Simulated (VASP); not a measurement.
# Ir (Fm-3m) in VASP: settings compared

Aim: see how the results for Ir move with the level of theory and the settings. Levels: PBE, BLYP+D3(BJ), LDA. Tasks: single point, relaxation of cell and atoms.

Program: VASP 6.6.1. These are calculated values, not measurements. Logs are shortened: lines on timing, memory, paths and dates and some standing lists are left out, and cuts for length are marked.

## 1. The cell of the first run

Symmetry: Fm-3m, No. 225, cubic system. The conventional cell has a = 3.831 Å, b = 3.831 Å, c = 3.831 Å, α = 90.00°, β = 90.00°, γ = 90.00°. Ir (site symmetry m-3m) has 12 Ir at 2.71 Å within 3.6 Å.

## 2. Single point, PBE

Input file INCAR:

```
SYSTEM = Ir
PREC = Accurate
ENCUT = 500
EDIFF = 1E-6
ISMEAR = 0
SIGMA = 0.019000000000000003
LREAL = .FALSE.
LASPH = .TRUE.
NELM = 120
ALGO = Normal
ISIF = 2
LWAVE = .FALSE.
LCHARG = .FALSE.
GGA = PE
NBANDS = 10
GGA_COMPAT = .FALSE.
```

Input file KPOINTS:

```
Automatic mesh
0
G
  12 12 12
  0 0 0
```

Input file POSCAR:

```
Ir
1.0
    0.0000000000      1.9156000000      1.9156000000
    1.9156000000      0.0000000000      1.9156000000
    1.9156000000      1.9156000000      0.0000000000
Ir
1
Direct
    0.0000000000      0.0000000000      0.0000000000
```

Potentials or basis: VASP PAW PBE potentials, release 64 (Ir).

Launch:

```sh
cat potpaw_PBE.64/Ir/POTCAR > POTCAR
mpirun -np 1 vasp_std > vasp.out
```

OUTCAR:

```text
SYSTEM = Ir
   PREC = Accurate
   ENCUT = 500
   EDIFF = 1E-6
   ISMEAR = 0
   LREAL = .FALSE.
   LASPH = .TRUE.
   NELM = 120
   ISIF = 2
   GGA = PE

 ion  position               nearest neighbor table
   1  0.000  0.000  0.000-

  LATTYP: Found a face centered cubic cell.
 ALAT       =     3.8312000000

  Lattice vectors:

 A1 = (   0.0000000000,   1.9156000000,   1.9156000000)
 A2 = (   1.9156000000,   0.0000000000,   1.9156000000)
 A3 = (   1.9156000000,   1.9156000000,   0.0000000000)

Analysis of symmetry for initial positions (statically):
[... 5 lines left out ...]
 face centered cubic supercell.

 Subroutine GETGRP returns: Found 48 space group operations
 (whereof 48 operations were pure point group operations)
 out of a pool of 48 trial point group operations.

The static configuration has the point symmetry O_h .

Analysis of symmetry for dynamics (positions and initial velocities):
[... 5 lines left out ...]
 face centered cubic supercell.

 Subroutine GETGRP returns: Found 48 space group operations
 (whereof 48 operations were pure point group operations)
 out of a pool of 48 trial point group operations.

The dynamic configuration has the point symmetry O_h .

 Subroutine INISYM returns: Found 48 space group operations
 (whereof 48 operations are pure point group operations),
 and found     1 'primitive' translations

----------------------------------------------------------------------------------------

                                     Primitive cell

  volume of cell :      14.0587

  direct lattice vectors                    reciprocal lattice vectors
     0.000000000  1.915600000  1.915600000    -0.261014826  0.261014826  0.261014826
     1.915600000  0.000000000  1.915600000     0.261014826 -0.261014826  0.261014826
     1.915600000  1.915600000  0.000000000     0.261014826  0.261014826 -0.261014826

  length of vectors
     2.709067500  2.709067500  2.709067500     0.452090940  0.452090940  0.452090940

  position of ions in fractional coordinates (direct lattice)
     0.000000000  0.000000000  0.000000000

  ion indices of the primitive-cell ions
   primitive index   ion index
                 1           1

----------------------------------------------------------------------------------------

 KPOINTS: Automatic mesh

Automatic generation of k-mesh.
 Grid dimensions read from file:
 generate k-points for:   12   12   12

 Generating k-lattice:

  Cartesian coordinates                     Fractional coordinates (reciprocal lattice)
    -0.021751235  0.021751235  0.021751235     0.083333333  0.000000000  0.000000000
     0.021751235 -0.021751235  0.021751235     0.000000000  0.083333333  0.000000000
     0.021751235  0.021751235 -0.021751235     0.000000000  0.000000000  0.083333333

  Length of vectors
     0.037674245  0.037674245  0.037674245

  Shift w.r.t. Gamma in fractional coordinates (k-lattice)
     0.000000000  0.000000000  0.000000000

 Subroutine IBZKPT returns following result:
 ===========================================

 Found     72 irreducible k-points:

 Following reciprocal coordinates:
            Coordinates               Weight
  0.000000  0.000000  0.000000      1.000000
  0.083333  0.000000  0.000000      8.000000
  0.166667  0.000000  0.000000      8.000000
  0.250000  0.000000  0.000000      8.000000
  0.333333  0.000000  0.000000      8.000000
  0.416667  0.000000  0.000000      8.000000
[... 16 lines left out ...]
  0.500000  0.166667  0.000000     24.000000
 -0.416667  0.166667  0.000000     24.000000
 [... further k-points ...]
   k-points           NKPTS =     72   k-points in BZ     NKDIM =     72   number of bands    NBANDS=     10
   number of dos      NEDOS =    301   number of ions     NIONS =      1
   total plane-waves  NPLWV =   8000
   dimension x,y,z NGX =    20 NGY =   20 NGZ =   20
   dimension x,y,z NGXF=    40 NGYF=   40 NGZF=   40
   ions per type =               1
   NGX,Y,Z   is equivalent  to a cutoff of  12.27, 12.27, 12.27 a.u.
   NGXF,Y,Z  is equivalent  to a cutoff of  24.55, 24.55, 24.55 a.u.
 SYSTEM =  Ir
   PREC   = accura    normal or accurate (medium, high low for compatibility)
   ISTART =      0    job   : 0-new  1-cont  2-samecut
   ICHARG =      2    charge: 1-file 2-atom 10-const
   ISPIN  =      1    spin polarized calculation?
   LNONCOLLINEAR =      F non collinear calculations
   LSORBIT =      F    spin-orbit coupling
   LASPH  =      T    aspherical Exc in radial PAW
   ENCUT  =  500.0 eV  36.75 Ry    6.06 a.u.   4.94  4.94  4.94*2*pi/ulx,y,z
   NELM   =    120;   NELMIN=  2; NELMDL= -5     # of ELM steps
   EDIFF  = 0.1E-05   stopping-criterion for ELM
   LREAL  =      F    real-space projection
   EDIFFG = 0.1E-04   stopping-criterion for IOM
   NSW    =      0    number of steps for IOM
   IBRION =     -1    ionic relax: 0-MD 1-quasi-New 2-CG
   NFREE  =      0    steps in history (QN), initial steepest desc. (CG)
   ISIF   =      2    stress and relaxation
   ISYM   =      2    0-nonsym 1-usesym 2-fastsym
   POTIM  = 0.5000    time-step for ionic-motion
   TEBEG  =    0.0;   TEEND  =   0.0 temperature during run
   PSTRESS=    0.0 pullay stress
   NELECT =       9.0000    total number of electrons
   NUPDOWN=      -1.0000    fix difference up-down
   EMIN   =  10.00;   EMAX   =-10.00  energy-range for DOS
   EFERMI =   0.00;   METHOD = LEGACY
   ISMEAR =     0;   SIGMA  =   0.02  broadening in eV -4-tet -1-fermi 0-gaus
   EFERMI_NEDOS =   21; number of points for ismear=-14 and -15
   IALGO  =     38    algorithm
   IMIX   =      4    mixing-type and parameters
     AMIX     =   0.40;   BMIX     =  1.00
     AMIX_MAG =   1.60;   BMIX_MAG =  1.00
  volume/ion in A,a.u.               =      14.06        94.87
  Fermi-wavevector in a.u.,A,eV,Ry     =   1.410937  2.666284 27.085691  1.990742
  Thomas-Fermi vector in A             =   2.532839
   LORBIT       =      0    0 simple, 1 ext, 2 COOP (PROOUT), +10 PAW based schemes
   GGA     = PE    functional components
   LHFCALC =     F    Hartree Fock is set to
   AEXX    =    0.0000 exact exchange contribution
   IVDW    =     0    specifies the selected vdW correction
   LEPSILON=     F    determine dielectric tensor
   LRPA    =     F    only Hartree local field effects (RPA)
 non-spin polarized calculation
 Gauss-broadening in eV      SIGMA  =   0.02
  energy-cutoff  :      500.00
  volume of cell :       14.06
 maximum number of plane-waves:       368
   NGX =  9   NGY =  9   NGZ =  9

 number of electron       9.0000000 magnetization

 Free energy of the ion-electron system (eV)
  ---------------------------------------------------
  ext. energy  EPLUGINS =         0.00000000
  ---------------------------------------------------
  free energy    TOTEN  =        -8.85118919 eV

  energy without entropy =       -8.85097201  energy(sigma->0) =       -8.85108060

 E-fermi :  10.5439     XC(G=0): -14.0263

 val. band max:       10.5299002199   @ k =  -0.3333   0.3333   0.0000
 cond. band min:      10.5485091688   @ k =  -0.2500   0.0833   0.0000
 fundamental gap:      0.0186089489
 Fermi energy:        10.5439195603

 k-point     1 :       0.0000    0.0000    0.0000
  band No.  band energies     occupation
      1      -0.6718      2.00000
      2       6.5915      2.00000
      3       6.5915      2.00000
      4       6.5915      2.00000
      5       9.3047      2.00000
      6       9.3047      2.00000
      7      24.8318      0.00000
      8      30.4509      0.00000
      9      30.4509      0.00000
     10      30.4509      0.00000

 k-point     2 :       0.0833    0.0000    0.0000
  band No.  band energies     occupation
      1      -0.3634      2.00000
      2       6.4310      2.00000
      3       6.7227      2.00000
      4       6.7227      2.00000
      5       9.2230      2.00000
      6       9.2230      2.00000
      7      25.3602      0.00000
      8      29.0036      0.00000
      9      30.9604      0.00000
     10      30.9604      0.00000

 k-point     3 :       0.1667    0.0000    0.0000
  band No.  band energies     occupation
      1       0.4824      2.00000
      2       6.1082      2.00000
      3       6.9887      2.00000
      4       6.9887      2.00000
      5       9.1454      2.00000
      6       9.1454      2.00000
      7      26.4299      0.00000
      8      26.8828      0.00000
      9      32.3832      0.00000
     10      32.3832      0.00000

 k-point     4 :       0.2500    0.0000    0.0000
  band No.  band energies     occupation
      1       1.5471      2.00000
      2       6.0791      2.00000
      3       7.0371      2.00000
      4       7.0371      2.00000
      5       9.4880      2.00000
      6       9.4880      2.00000
      7      24.3295      0.00000
      8      27.3249      0.00000
      9      34.2946      0.00000
     10      34.2952      0.00000

 k-point     5 :       0.3333    0.0000    0.0000
  band No.  band energies     occupation
      1       2.2184      2.00000
      2       6.8102      2.00000
      3       6.8102      2.00000
      4       6.9834      2.00000
      5      10.2850      2.00000
      6      10.2850      2.00000
      7      21.8441      0.00000
      8      26.0434      0.00000
      9      33.1977      0.00000
     10      33.1977      0.00000

 k-point     6 :       0.4167    0.0000    0.0000
  band No.  band energies     occupation
      1       2.3557      2.00000
      2       6.5749      2.00000
      3       6.5749      2.00000
      4       8.6948      2.00000
      5      11.0835      0.00000
      6      11.0835      0.00000
      7      19.2124      0.00000
      8      24.7889      0.00000
      9      31.1393      0.00000
     10      31.1393      0.00000

 k-point     7 :       0.5000    0.0000    0.0000
  band No.  band energies     occupation
      1       2.3491      2.00000
      2       6.4831      2.00000
      3       6.4831      2.00000
      4       9.7375      2.00000
      5      11.4211      0.00000
      6      11.4211      0.00000
      7      17.8454      0.00000
      8      24.3728      0.00000
      9      30.3626      0.00000
     10      30.3626      0.00000

 k-point     8 :       0.0833    0.0833    0.0000
  band No.  band energies     occupation
      1      -0.2595      2.00000
      2       6.2792      2.00000
      3       6.8260      2.00000
      4       6.8260      2.00000
      5       8.9447      2.00000
      6       9.4270      2.00000
      7      25.5481      0.00000
      8      29.4193      0.00000
      9      30.6051      0.00000
     10      30.6051      0.00000

 k-point     9 :       0.1667    0.0833    0.0000
  band No.  band energies     occupation
      1       0.4156      2.00000
      2       5.9366      2.00000
      3       7.0964      2.00000
      4       7.1185      2.00000
      5       8.6391      2.00000
      6       9.5288      2.00000
      7      26.6217      0.00000
      8      27.6835      0.00000
      9      31.1208      0.00000
     10      31.7614      0.00000
[... 118 lines left out ...]
 k-point    19 :       0.1667    0.1667    0.0000
  band No.  band energies     occupation
      1       0.8831      2.00000
      2       5.5083      2.00000
      3       7.5165      2.00000
      4       7.5165      2.00000
      5       8.0830      2.00000
      6       9.7717      2.00000
      7      27.4805      0.00000
      8      28.5198      0.00000
      9      30.5029      0.00000
     10      30.5029      0.00000

 k-point    20 :       0.2500    0.1667    0.0000
  band No.  band energies     occupation
      1       1.7637      2.00000
      2       5.1169      2.00000
      3       7.2714      2.00000
      4       7.8887      2.00000
      5       8.5183      2.00000
      6      10.0793      2.00000
      7      26.9980      0.00000
      8      28.6729      0.00000
      9      30.1830      0.00000
     10      30.8526      0.00000

 k-point    21 :       0.3333    0.1667    0.0000
  band No.  band energies     occupation
      1       2.7112      2.00000
      2       5.0786      2.00000
      3       6.6532      2.00000
      4       7.9057      2.00000
      5       9.8630      2.00000
      6      10.6955      0.00000
      7      24.3121      0.00000
      8      28.0802      0.00000
      9      29.6139      0.00000
     10      31.4447      0.00000

 k-point    22 :       0.4167    0.1667    0.0000
  band No.  band energies     occupation
      1       3.1483      2.00000
      2       5.6601      2.00000
      3       6.3630      2.00000
      4       7.6719      2.00000
      5      11.3382      0.00000
      6      11.6840      0.00000
      7      21.0436      0.00000
      8      26.7715      0.00000
      9      28.9117      0.00000
     10      31.0540      0.00000

 k-point    23 :       0.5000    0.1667    0.0000
  band No.  band energies     occupation
      1       3.2275      2.00000
      2       5.6903      2.00000
      3       7.1600      2.00000
      4       7.4300      2.00000
      5      11.5020      0.00000
      6      13.7206      0.00000
      7      18.1372      0.00000
      8      26.0293      0.00000
      9      28.9173      0.00000
     10      29.4462      0.00000

 k-point    24 :      -0.4167    0.1667    0.0000
  band No.  band energies     occupation
      1       3.2987      2.00000
      2       5.7153      2.00000
      3       7.3161      2.00000
      4       7.5012      2.00000
      5      10.9715      0.00000
      6      14.3179      0.00000
      7      17.8203      0.00000
      8      25.8542      0.00000
      9      28.1355      0.00000
     10      30.1620      0.00000

 [... further k-points ...]
[... 5 lines left out ...]
  --------------------------------------------------------------------------------------
  -------------------------------------------------------------------------------------
  Total        1.0298585      1.0298585      1.0298585      0.0000000      0.0000000      0.0000000
  in kB      117.3663624    117.3663624    117.3663624      0.0000000      0.0000000      0.0000000
  external PRESSURE =     117.3663624 kB  Pullay stress =       0.0000000 kB

 VOLUME and BASIS-vectors are now :
 -----------------------------------------------------------------------------
  energy-cutoff  :      500.00
  volume of cell :       14.06
      direct lattice vectors                 reciprocal lattice vectors
     0.000000000  1.915600000  1.915600000    -0.261014826  0.261014826  0.261014826
     1.915600000  0.000000000  1.915600000     0.261014826 -0.261014826  0.261014826
     1.915600000  1.915600000  0.000000000     0.261014826  0.261014826 -0.261014826

 POSITION                                       TOTAL-FORCE (eV/Angst)
 -----------------------------------------------------------------------------------
      0.00000      0.00000      0.00000         0.000000      0.000000      0.000000
 -----------------------------------------------------------------------------------
    total drift:                                0.000000      0.000000      0.000000

  FREE ENERGIE OF THE ION-ELECTRON SYSTEM (eV)
  ---------------------------------------------------
  free  energy   TOTEN  =        -8.8511891879 eV

  energy  without entropy=       -8.8509720065  energy(sigma->0) =       -8.85108060
```

Wall time 13 s (1 thread of Intel Xeon 8259CL, shared host); peak memory 0.13 GiB.

What came out:

- Free energy: -8.8512 eV
- Pressure: 11.7 GPa

Caveat: spin-orbit coupling is left out, which moves the levels of the heavy elements.

## 3. Single point, BLYP+D3(BJ)

This run uses another cell than the first one, of 14.36 Å³/atom, 1.022 times its volume.

Input file INCAR:

```
PREC     = Accurate       # precision mode
ENCUT    = 500            # plane-wave cutoff, eV
EDIFF    = 1E-6           # SCF threshold, eV
ISMEAR   = -1             # smearing method
SIGMA    = 0.05           # smearing width, eV
LREAL    = False          # projectors in reciprocal space
LASPH    = True           # aspherical terms in the spheres
NELM     = 120            # most SCF steps
ALGO     = Normal         # electronic algorithm
ISIF     = 2              # what is computed and relaxed
LWAVE    = False          # write WAVECAR
LCHARG   = False          # write CHGCAR
GGA      = B5             # functional
ALDAX    = 1.0          
AGGAX    = 1.0          
AGGAC    = 1.0          
ALDAC    = 0.0          
IVDW     = 12             # dispersion correction
VDW_S6   = 1.0          
VDW_S8   = 2.6996       
VDW_A1   = 0.4298       
VDW_A2   = 4.2359       
NBANDS   = 14             # bands
GGA_COMPAT= False
```

Input file KPOINTS:

```
regular mesh
0
Gamma
  12 12 12
```

Input file POSCAR:

```
Ir
1.0
    0.0000000000      1.9293449310      1.9293449310
    1.9293449310      0.0000000000      1.9293449310
    1.9293449310      1.9293449310      0.0000000000
Ir
1
Direct
    0.0000000000      0.0000000000      0.0000000000
```

Potentials or basis: VASP PAW PBE potentials, release 64 (Ir_sv_GW).

Launch:

```sh
cat potpaw_PBE.64/Ir_sv_GW/POTCAR > POTCAR
mpirun -np 1 vasp_std > vasp.out
```

Run time: 18 s. Hardware: 1 thread of AMD EPYC 9R45 (Zen 5), shared host; peak memory 0.1 GiB.

The run converged. Its results:

```yaml
Free_energy: -9.7223 eV
Pressure: -1.3 GPa
Dispersion_energy_per_atom: -1.699 eV
```

Levels at points of the mesh, in eV from the Fermi level:
| k point | band 6 | band 7 | band 8 | band 9 | band 10 | band 11 |
| --- | --- | --- | --- | --- | --- | --- |
| (0.00, 0.00, 0.00) | -3.82 | -3.82 | -3.82 | -1.22 | -1.22 | 13.97 |
| (0.50, 0.00, 0.00) | -3.91 | -3.91 | -0.37 | 0.84 | 0.84 | 7.16 |
| (0.50, 0.50, 0.00) | -7.14 | 0.80 | 1.42 | 1.42 | 1.99 | 10.35 |

Caveat: the PAW data sets were made with another functional, which shifts forces and pressure a little; spin-orbit coupling is left out, which moves the levels of the heavy elements; pairwise dispersion overbinds metals, which lowers pressure and volume.

## 4. Relaxation of cell and atoms, BLYP+D3(BJ)

Input file INCAR:

```
PREC = Accurate
ENCUT = 500
EDIFF = 1E-7
ISMEAR = -1
SIGMA = 0.05
LREAL = False
LASPH = True
NELM = 120
ALGO = Normal
ISIF = 3
LWAVE = False
LCHARG = False
GGA = B5
ALDAX = 1.0
AGGAX = 1.0
AGGAC = 1.0
ALDAC = 0.0
IVDW = 12
VDW_S6 = 1.0
VDW_S8 = 2.6996
VDW_A1 = 0.4298
VDW_A2 = 4.2359
IBRION = 2
NSW = 60
EDIFFG = -0.01
GGA_COMPAT = False
NELMIN = 4
```

Input file KPOINTS:

```
Automatic mesh
0
Gamma
  12 12 12
```

Input file POSCAR:

```
Ir
1.0
    0.0000000000      1.9156000000      1.9156000000
    1.9156000000      0.0000000000      1.9156000000
    1.9156000000      1.9156000000      0.0000000000
Ir
1
Direct
    0.0000000000      0.0000000000      0.0000000000
```

Launch:

```sh
cat potpaw_PBE.64/Ir_sv_GW/POTCAR > POTCAR
mpirun -np 1 vasp_std > vasp.out
```

Wall time 72 s (1 thread of AMD EPYC 9R45 (Zen 5), shared host); peak memory 0.12 GiB.

The run converged. Its results:

| Property | Result |
| --- | --- |
| Free energy | -9.7170 eV |
| Relaxed volume | 14.31 Å³/atom |
| Relaxed cell | a = 2.725 Å, b = 2.725 Å, c = 2.725 Å, α = 60.00°, β = 60.00°, γ = 60.00° |
| Space group after relaxing (to 0.05 Å) | Fm-3m (No. 225) |
| Energy gained by relaxing | 5.1 meV/atom |
| Ionic steps | 4 |
| Pressure after relaxing | 0.0 GPa |
| Dispersion energy per atom | -1.706 eV |

Step by step:
| step | energy change (eV) | largest force (eV/Å) | pressure (GPa) | volume (Å³) |
| --- | --- | --- | --- | --- |
| 1 | 0.0000 | 0.0000 | 6.70 | 14.06 |
| 2 | 0.0617 | 0.0000 | -20.32 | 15.29 |
| 3 | -0.0051 | 0.0000 | -0.20 | 14.31 |
| 4 | -0.0051 | 0.0000 | 0.00 | 14.31 |

Final structure:
```
CELL_PARAMETERS angstrom
0.00000 1.92682 1.92682
1.92682 0.00000 1.92682
1.92682 1.92682 0.00000
ATOMIC_POSITIONS crystal
Ir 0.00000 0.00000 0.00000
```

Levels at points of the mesh, in eV from the Fermi level:
| k point | band 4 | band 5 | band 6 | band 7 | band 8 | band 9 | band 10 | band 11 | band 12 |
| --- | --- | --- | --- | --- | --- | --- | --- | --- | --- |
| (0.00, 0.00, 0.00) | -49.14 | -10.77 | -3.84 | -3.84 | -3.84 | -1.22 | -1.22 | 13.95 | 19.29 |
| (0.50, 0.00, 0.00) | -49.25 | -7.90 | -3.94 | -3.94 | -0.38 | 0.85 | 0.85 | 7.20 | 13.64 |
| (0.50, 0.50, 0.00) | -49.43 | -7.70 | -7.18 | 0.81 | 1.43 | 1.43 | 1.99 | 10.41 | 11.64 |

Caveat: the PAW data sets were made with another functional, which shifts forces and pressure a little; spin-orbit coupling is left out, which moves the levels of the heavy elements; pairwise dispersion overbinds metals, which lowers pressure and volume.

[end of part 1 of 2]
